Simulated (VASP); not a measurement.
Wanted: the native input for a VASP 6.6.1 run.

```yaml
Task: relaxation of the atoms
Functional: PBEsol
Potentials_or_basis: VASP PAW PBE potentials, release 64 (W_sv, Co)
Cutoff: 520 eV
k_mesh: 6 × 6 × 6
Occupations: fermi-dirac, width 0.05 eV
Spin: collinear spin, ferromagnetic start
Starting_moments: "[0.0, 0.0, 0.0, 2.0] μB"
Dipole_correction: no
Further_INCAR_settings: ALGO = Normal; EDIFF = 1e-06; IBRION = 2; EDIFFG = -0.01; NSW = 60
```

The structure of CoW3 lies in POSCAR:

```
CoW3
1.0
    3.9073510000      0.0000000000      0.0000000000
    0.0000000000      3.9073510000      0.0000000000
    0.0000000000      0.0000000000      3.9073510000
W Co
3 1
Direct
    0.5000000000      0.5000000000      0.0000000000
    0.5000000000      0.0000000000      0.5000000000
    0.0000000000      0.5000000000      0.5000000000
    0.0000000000      0.0000000000      0.0000000000
```

These files were run (other wordings do the same):

INCAR

```
PREC = Accurate
ENCUT = 520
EDIFF = 1E-6
ISMEAR = -1
SIGMA = 0.05
LREAL = False
LASPH = True
NELM = 150
ALGO = Normal
ISIF = 2
LWAVE = False
LCHARG = False
ISPIN = 2
MAGMOM = 0 0 0 2
LORBIT = 11
LMAXMIX = 4
GGA = PS
IBRION = 2
NSW = 60
EDIFFG = -0.01
```

KPOINTS

```
Automatic mesh
0
Gamma
  6 6 6
```

Potentials or basis: VASP PAW PBE potentials, release 64 (W_sv, Co).

Run with:

```sh
$ cat potpaw_PBE.64/W_sv/POTCAR potpaw_PBE.64/Co/POTCAR > POTCAR
$ mpirun -np 1 vasp_std > vasp.out
```

Results of the run:

```
Pressure after relaxing                               : -10.0 GPa
Net moment                                            : 0.35 μB per cell
Site moments                                          : W +0.01; Co +0.32 μB
Valence electrons inside the program's atomic spheres : W 12.08; Co 8.29
```

Caveat: the relaxation stopped at its first step, so nothing moved; the PAW data sets were made with another functional, which shifts forces and pressure a little.

It took 2.8 min on 1 thread of Oxide Virtual Turin-like Processor, with other jobs on the host, peak memory 0.19 GiB.
